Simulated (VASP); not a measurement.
# Si16O (a cell with a defect) in VASP: notebook, part 2 of 2

VASP 6.6.1. The steps go on from the part before.

## (3) Single point, PBE+D3(BJ), collinear spin, zero start

INCAR

```
PREC = Accurate
ENCUT = 520
EDIFF = 1E-6
ISMEAR = 0
SIGMA = 0.02
LREAL = Auto
LASPH = T
NELM = 150
ALGO = Normal
ISIF = 2
LWAVE = F
LCHARG = F
ISPIN = 2
MAGMOM = 0 0 0 0 0 0 0 0 0 0 0 0 0 0 0 0 0
LORBIT = 11
GGA = PE
IVDW = 12
NBANDS = 53
```

KPOINTS

```
Automatic mesh
0
Gamma
  2 2 2
```

POSCAR

```
Si16O
1.0
    0.0000000000      5.4300000000      5.4300000000
    5.4300000000      0.0000000000      5.4300000000
    5.4300000000      5.4300000000      0.0000000000
Si O
16 1
Direct
   -0.0106943831      0.0115560773     -0.0092730203
    0.1214572744      0.1332425414      0.1120981584
   -0.0137083794      0.0176328729      0.4873641805
    0.1151243094      0.1282523020      0.6171346225
   -0.0136206262      0.5080349908     -0.0166167587
    0.1138589319      0.6379327808      0.0955176796
    0.0017932781      0.4951109576      0.4640313996
    0.1495509208      0.6553975138      0.6233989871
    0.4955451197      0.0164510129     -0.0072016575
    0.6152684162      0.1451398711      0.1187326888
    0.4910688766      0.0268491713      0.4932449355
    0.6135791897      0.1541605893      0.6187885820
    0.4898406077      0.5197792818     -0.0014256906
    0.6142353591      0.6421845304      0.1271709024
    0.5220387661      0.5279671271      0.5018251381
    0.6427193370      0.6538589319      0.6261622468
    0.1930442910      0.5331962247      0.4711507366
```

Potentials or basis: VASP PAW PBE potentials, release 64 (Si, O).

Run with:

```sh
> cat potpaw_PBE.64/Si/POTCAR potpaw_PBE.64/O/POTCAR > POTCAR
> mpirun -np 1 vasp_std > vasp.out
```

OUTCAR:

```text
PREC = Accurate
   ENCUT = 520
   EDIFF = 1E-6
   ISMEAR = 0
   LREAL = Auto
   LASPH = T
   NELM = 150
   ISIF = 2
   ISPIN = 2
   LORBIT = 11
   GGA = PE
   IVDW = 12
 IVDW          = 12

 ion  position               nearest neighbor table
   1  0.989  0.012  0.991-   4 2.34  10 2.35   6 2.35   2 2.35
   2  0.121  0.133  0.112-   9 2.35   5 2.35   1 2.35   3 2.35
   3  0.986  0.018  0.487-   8 2.31   4 2.32  12 2.34   2 2.35
   4  0.115  0.128  0.617-   7 2.31   3 2.32   1 2.34  11 2.36
   5  0.986  0.508  0.983-   8 2.31   6 2.32  14 2.34   2 2.35
   6  0.114  0.638  0.096-   7 2.31   5 2.32   1 2.35  13 2.37
   7  0.002  0.495  0.464-  17 1.66   4 2.31   6 2.31  16 2.32   8 2.93
   8  0.150  0.655  0.623-  17 1.66   3 2.31   5 2.31  15 2.34   7 2.93
   9  0.496  0.016  0.993-  12 2.35   2 2.35  10 2.35  14 2.35
  10  0.615  0.145  0.119-   1 2.35   9 2.35  11 2.35  13 2.35
  11  0.491  0.027  0.493-  10 2.35  16 2.35  12 2.35   4 2.36
  12  0.614  0.154  0.619-   3 2.34   9 2.35  11 2.35  15 2.36
  13  0.490  0.520  0.999-  10 2.35  16 2.35  14 2.35   6 2.37
  14  0.614  0.642  0.127-   5 2.34   9 2.35  13 2.35  15 2.37
  15  0.522  0.528  0.502-  16 2.33   8 2.34  12 2.36  14 2.37
  16  0.643  0.654  0.626-   7 2.32  15 2.33  13 2.35  11 2.35
  17  0.193  0.533  0.471-   8 1.66   7 1.66

  LATTYP: Found a face centered cubic cell.
 ALAT       =    10.8600000000

  Lattice vectors:

 A1 = (   0.0000000000,   5.4300000000,   5.4300000000)
 A2 = (   5.4300000000,   0.0000000000,   5.4300000000)
 A3 = (   5.4300000000,   5.4300000000,   0.0000000000)

Analysis of symmetry for initial positions (statically):
=====================================================================
 Subroutine PRICEL returns:
 Original cell was already a primitive cell.

 Routine SETGRP: Setting up the symmetry group for a
 face centered cubic supercell.

 Subroutine GETGRP returns: Found  1 space group operations
 (whereof  1 operations were pure point group operations)
 out of a pool of 48 trial point group operations.

[... 601 lines left out ...]

 spin component 2

 k-point     1 :       0.0000    0.0000    0.0000
  band No.  band energies     occupation
      1     -14.4901      1.00000
      2      -5.8182      1.00000
      3      -4.4176      1.00000
      4      -3.6990      1.00000
      5      -3.6788      1.00000
      6      -3.3198      1.00000
[... 389 lines left out ...]
     46      10.3533      0.00000
     47      10.4114      0.00000
 [bands above 47 left out]

------------------------ aborting loop because EDIFF is reached ----------------------------------------

 Edisp (eV)   -5.21700

 E8    (eV) :    -2.1449

  FORCE on cell =-STRESS in cart. coord.  units (eV):
  Direction    XX          YY          ZZ          XY          YZ          ZX
  --------------------------------------------------------------------------------------
  -------------------------------------------------------------------------------------
  Total       4.07142     4.80849     4.51315     3.02179     2.37873     3.10789
  in kB      20.37168    24.05966    22.58194    15.11980    11.90217    15.55059
  external pressure =       22.34 kB  Pullay stress =        0.00 kB

 VOLUME and BASIS-vectors are now :
 -----------------------------------------------------------------------------
  energy-cutoff  :      520.00
  volume of cell :      320.21
      direct lattice vectors                 reciprocal lattice vectors
     0.000000000  5.430000000  5.430000000    -0.092081031  0.092081031  0.092081031
     5.430000000  0.000000000  5.430000000     0.092081031 -0.092081031  0.092081031
     5.430000000  5.430000000  0.000000000     0.092081031  0.092081031 -0.092081031

 POSITION                                       TOTAL-FORCE (eV/Angst)
 -----------------------------------------------------------------------------------
      5.44240     10.75158      5.43468         0.007573      0.002999     -0.011529
      1.33220      1.26821      1.38302         0.014545     -0.009791     -0.019882
      2.74213      8.00195      5.45131        -0.036028      0.009442     -0.074178
      4.04745      3.97617      1.32153        -0.036466     -0.013857     -0.053936
      8.09840     10.69581      8.11467        -0.055944     -0.087689     -0.019867
      3.98264      1.13692      4.08223        -0.059248     -0.072629     -0.019439
[... 9 lines left out ...]
      6.95052      6.89003      7.04042         0.078222      0.117123      0.120304
      5.45360      3.60658      3.94349        -0.029918     -0.176807     -0.124618
 -----------------------------------------------------------------------------------
    total drift:                               -0.002219      0.001761     -0.002278

  FREE ENERGIE OF THE ION-ELECTRON SYSTEM (eV)
  ---------------------------------------------------
  free  energy   TOTEN  =       -97.8609458948 eV

  energy  without entropy=      -97.8609458948  energy(sigma->0) =      -97.86094589

 total charge

# of ion       s       p       d       tot
------------------------------------------
    1        0.738   0.959   0.000   1.697
    2        0.739   0.954   0.000   1.692
    3        0.743   0.983   0.000   1.726
    4        0.745   0.977   0.000   1.722
    5        0.743   0.982   0.000   1.725
    6        0.747   0.970   0.000   1.717
[... 9 lines left out ...]
   16        0.744   0.972   0.000   1.716
   17        1.577   3.601   0.000   5.178
--------------------------------------------------
tot         13.455  18.967   0.000  32.422

 magnetization (x)

# of ion       s       p       d       tot
------------------------------------------
    1        0.000   0.000   0.000   0.000
    2       -0.000  -0.000   0.000  -0.000
    3       -0.000  -0.000   0.000  -0.000
    4        0.000   0.000   0.000   0.000
    5       -0.000  -0.000   0.000  -0.000
    6        0.000   0.000   0.000   0.000
[... 9 lines left out ...]
   16       -0.000  -0.000   0.000  -0.000
   17        0.000  -0.000   0.000   0.000
--------------------------------------------------
tot         -0.000  -0.000   0.000  -0.000
```

Wall time 15 min (1 thread of Intel Xeon 8259CL, shared host); peak memory 0.71 GiB.

Results:

```
Free energy                                           : -97.8609 eV
Pressure                                              : 2.2 GPa
Largest force                                         : 0.288 eV/Å
Band gap on the k mesh                                : 0.48 eV
Net moment                                            : 0.00 μB per cell
Valence electrons inside the program's atomic spheres : Si 1.70, 1.69, 1.73, 1.72 (each value once); O 5.18
Dispersion energy per atom                            : -0.307 eV
```

Forces in eV/Å, atoms in the order of the input:
```
Si   0.008  0.003 -0.012
Si   0.015 -0.010 -0.020
Si  -0.036  0.009 -0.074
Si  -0.036 -0.014 -0.054
Si  -0.056 -0.088 -0.020
Si  -0.059 -0.073 -0.019
Si  -0.130 -0.112 -0.104
Si  -0.041  0.208  0.195
Si   0.021 -0.007 -0.016
Si   0.001  0.002 -0.001
Si   0.037 -0.015  0.022
Si   0.043 -0.010  0.020
Si   0.036  0.016 -0.025
Si   0.047  0.012 -0.022
Si   0.103  0.136  0.134
Si   0.078  0.117  0.120
O   -0.030 -0.177 -0.125
```

Levels at points of the mesh, in eV from the valence-band top:
Spin up:
| k point | band 33 | band 34 | band 35 | band 36 | band 37 | band 38 |
| --- | --- | --- | --- | --- | --- | --- |
| (0.00, 0.00, 0.00) | -0.33 | -0.06 | 0.00 | 0.48 | 0.80 | 0.83 |
| (0.50, 0.00, 0.00) | -0.82 | -0.64 | -0.55 | 1.36 | 1.43 | 1.57 |
| (0.00, 0.50, 0.00) | -0.76 | -0.65 | -0.55 | 1.26 | 1.48 | 1.56 |
| (0.00, 0.00, 0.50) | -0.77 | -0.63 | -0.56 | 1.30 | 1.46 | 1.57 |
| (0.50, 0.50, 0.50) | -0.71 | -0.59 | -0.08 | 1.16 | 1.43 | 1.55 |
| (0.50, 0.50, 0.00) | -1.32 | -1.11 | -0.73 | 1.33 | 1.46 | 2.35 |
| (0.00, 0.50, 0.50) | -1.33 | -1.22 | -0.27 | 1.17 | 1.45 | 2.27 |
| (0.50, 0.00, 0.50) | -1.34 | -1.02 | -0.86 | 1.37 | 1.47 | 2.36 |
Spin down:
```csv
k point,band 33,band 34,band 35,band 36,band 37,band 38
"(0.00, 0.00, 0.00)",-0.33,-0.06,0.00,0.48,0.80,0.83
"(0.50, 0.00, 0.00)",-0.82,-0.64,-0.55,1.36,1.43,1.57
"(0.00, 0.50, 0.00)",-0.76,-0.65,-0.55,1.26,1.48,1.56
"(0.00, 0.00, 0.50)",-0.77,-0.63,-0.56,1.30,1.46,1.57
"(0.50, 0.50, 0.50)",-0.71,-0.59,-0.08,1.16,1.43,1.55
"(0.50, 0.50, 0.00)",-1.32,-1.11,-0.73,1.33,1.46,2.35
"(0.00, 0.50, 0.50)",-1.33,-1.22,-0.27,1.17,1.45,2.27
"(0.50, 0.00, 0.50)",-1.34,-1.02,-0.86,1.37,1.47,2.36
```

Caveat: the k points lie up to 0.50 Å⁻¹ apart.

## (4) Single point, PBE+D3(BJ), collinear spin, zero start

INCAR

```
SYSTEM = Si16O
PREC = Accurate ; ENCUT = 520
EDIFF = 1E-6 ; ISMEAR = 0
SIGMA = 0.02 ; LREAL = Auto
LASPH = .True. ; NELM = 150
ALGO = Normal ; ISIF = 2
LWAVE = .False. ; LCHARG = .True.
ISPIN = 2 ; MAGMOM = 0 0 0 0 0 0 0 0 0 0 0 0 0 0 0 0 0
LORBIT = 11 ; GGA = PE
IVDW = 12 ; LELF = .True.
LVHAR = .True. ; NBANDS = 53
```

KPOINTS

```
Automatic mesh
0
Gamma
  2 2 2
  0 0 0
```

POSCAR

```
Si16O
1.0
    0.0000000000      5.4300000000      5.4300000000
    5.4300000000      0.0000000000      5.4300000000
    5.4300000000      5.4300000000      0.0000000000
Si O
16 1
Direct
   -0.0044180479      0.0161335175     -0.0079830571
    0.1325782689      0.1335944751      0.1116696133
    0.0085202578      0.0166370166      0.4869679558
    0.1145976059      0.1523874770      0.6179073665
    0.0206439227      0.5084676796     -0.0172965930
    0.1171974217      0.6418340700      0.1250524862
   -0.0510465009      0.5261293738      0.4994844383
    0.0692021179      0.6547730203      0.6227488950
    0.5077115101      0.0124857274     -0.0088715470
    0.6212662063      0.1452954880      0.1187665746
    0.4899693370      0.0273140884      0.4932229282
    0.6392170350      0.1298862799      0.6175157459
    0.4925631676      0.5198810313     -0.0010819521
    0.6510903315      0.6389630755      0.0974446593
    0.5368036832      0.4970276243      0.4657856354
    0.5780664825      0.6545090239      0.6265576427
    0.3015705341      0.5315357274      0.4725033149
```

Run with:

```sh
> cat potpaw_PBE.64/Si/POTCAR potpaw_PBE.64/O/POTCAR > POTCAR
> mpirun -np 1 vasp_std > vasp.out
```

Run time: 16 min. Hardware: 1 thread of Intel Xeon 8259CL, shared host; peak memory 0.71 GiB.

It converged, with:

```yaml
Free_energy: -97.8556 eV
Pressure: 2.2 GPa
Largest_force: 0.273 eV/Å
Band_gap_on_the_k_mesh: 0.48 eV
Net_moment: 0.00 μB per cell
Valence_electrons_inside_the_program's_atomic_spheres: Si 1.70, 1.69, 1.73, 1.72 (each value once); O 5.18
Dispersion_energy_per_atom: -0.307 eV
```

Forces on the atoms (eV/Å):
```
Si   0.019  0.015  0.009
Si   0.014  0.017  0.008
Si  -0.031  0.068 -0.005
Si   0.058 -0.025  0.013
Si  -0.054  0.018  0.084
Si   0.062  0.024 -0.016
Si   0.123 -0.147 -0.153
Si  -0.050 -0.158 -0.181
Si   0.004  0.005  0.003
Si   0.001  0.002  0.000
Si   0.044 -0.030  0.006
Si  -0.047  0.055  0.010
Si   0.039  0.014 -0.025
Si  -0.077  0.011  0.079
Si  -0.154  0.097  0.086
Si   0.072 -0.136 -0.133
O   -0.025  0.169  0.214
```

Stress tensor (GPa, compression positive):
```
 2.06 -1.54 -1.50
-1.54  2.27  1.18
-1.50  1.18  2.41
```

Levels at points of the mesh, in eV from the valence-band top:
Spin up:
| k point | band 33 | band 34 | band 35 | band 36 | band 37 | band 38 |
| --- | --- | --- | --- | --- | --- | --- |
| (0.00, 0.00, 0.00) | -0.33 | -0.05 | 0.00 | 0.48 | 0.80 | 0.83 |
| (0.50, 0.00, 0.00) | -0.71 | -0.59 | -0.09 | 1.16 | 1.45 | 1.55 |
| (0.00, 0.50, 0.00) | -0.75 | -0.65 | -0.54 | 1.27 | 1.49 | 1.57 |
| (0.00, 0.00, 0.50) | -0.77 | -0.63 | -0.56 | 1.30 | 1.48 | 1.57 |
| (0.50, 0.50, 0.50) | -0.82 | -0.64 | -0.55 | 1.36 | 1.42 | 1.59 |
| (0.50, 0.50, 0.00) | -1.34 | -1.03 | -0.85 | 1.36 | 1.46 | 2.37 |
| (0.00, 0.50, 0.50) | -1.32 | -1.22 | -0.27 | 1.17 | 1.45 | 2.27 |
| (0.50, 0.00, 0.50) | -1.32 | -1.11 | -0.73 | 1.34 | 1.46 | 2.36 |
Spin down:
```tsv
k point	band 31	band 32	band 33	band 34	band 35	band 36	band 37	band 38	band 39	band 40
(0.00, 0.00, 0.00)	-0.99	-0.96	-0.33	-0.05	0.00	0.48	0.80	0.83	0.98	1.18
(0.50, 0.00, 0.00)	-1.39	-0.75	-0.71	-0.59	-0.09	1.16	1.45	1.55	1.56	1.68
(0.00, 0.50, 0.00)	-1.45	-1.25	-0.75	-0.65	-0.54	1.27	1.49	1.57	1.66	1.74
(0.00, 0.00, 0.50)	-1.43	-1.25	-0.77	-0.63	-0.56	1.30	1.48	1.57	1.69	1.73
(0.50, 0.50, 0.50)	-1.43	-1.23	-0.82	-0.64	-0.55	1.36	1.42	1.59	1.68	1.81
(0.50, 0.50, 0.00)	-1.48	-1.40	-1.34	-1.03	-0.85	1.36	1.46	2.37	2.43	2.50
(0.00, 0.50, 0.50)	-1.49	-1.46	-1.32	-1.22	-0.27	1.17	1.45	2.27	2.36	2.52
(0.50, 0.00, 0.50)	-1.49	-1.42	-1.32	-1.11	-0.73	1.34	1.46	2.36	2.45	2.48
```

Caveat: the k points lie up to 0.50 Å⁻¹ apart.

## (5) The runs side by side

| cell | gap on the mesh (eV) | pressure (GPa) | moment (μB) | largest force (eV/Å) |
| --- | --- | --- | --- | --- |
| as given, atomic positions A | 0.49 | 1.7 | 0.00 | 0.07 |
| as given, atomic positions B | 0.48 | 2.2 | 0.00 | 0.29 |
| as given, atomic positions C | 0.48 | 2.2 | 0.00 | 0.27 |

Alike in all rows: task single point; level PBE+D3(BJ); potentials or basis VASP PAW PBE potentials, release 64 (Si, O); spin collinear, zero start; k mesh 2 × 2 × 2; cutoff (eV) 520; smearing gaussian 0.02 eV.

Caveats: all runs use coarse meshes.

Total energies depend on the potentials used, so only differences within one code and one set of settings carry meaning.
